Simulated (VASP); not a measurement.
Input of a VASP 6.6.1 run:

Contents of INCAR:

```
PREC = Accurate
ENCUT = 520
EDIFF = 1E-6
ISMEAR = 0
SIGMA = 0.05
LREAL = F
LASPH = T
NELM = 150
ALGO = Fast
ISIF = 2
LWAVE = F
LCHARG = F
ISPIN = 2
MAGMOM = 0 2
LORBIT = 11
LMAXMIX = 4
GGA = RP
NBANDS = 23
```

The input KPOINTS:

```
Automatic mesh
0
Gamma
  11 11 11
```

File POSCAR:

```
VAu
1.0
    1.4104010158      0.8142954061      4.6110877943
   -1.4104010158      0.8142954061      4.6110877943
    0.0000000000     -1.6285908123      4.6110877943
Au V
1 1
Direct
    0.0000000000      0.0000000000      0.0000000000
    0.5000000000      0.5000000000      0.5000000000
```

Potentials or basis: VASP PAW PBE potentials, release 64 (Au, V_sv).

Command:

```bash
$ cat potpaw_PBE.64/Au/POTCAR potpaw_PBE.64/V_sv/POTCAR > POTCAR
$ mpirun -np 1 vasp_std > vasp.out
```

Question: What does it give for the pressure?

Answer: 2.1 GPa.

Question: What does it give for the band gap on the k mesh?

Answer: Zero (filled and empty bands overlap).

Question: Estimate the net moment.

Answer: 0.00 μB per cell.

Stress tensor (GPa, compression positive):
```
1.41 0.00 0.00
0.00 1.41 0.00
0.00 0.00 3.41
```

Caveat: the moments typed at the start vanished in this run; the PAW data sets were made with another functional, which shifts forces and pressure a little; spin-orbit coupling is left out, which moves the levels of the heavy elements.
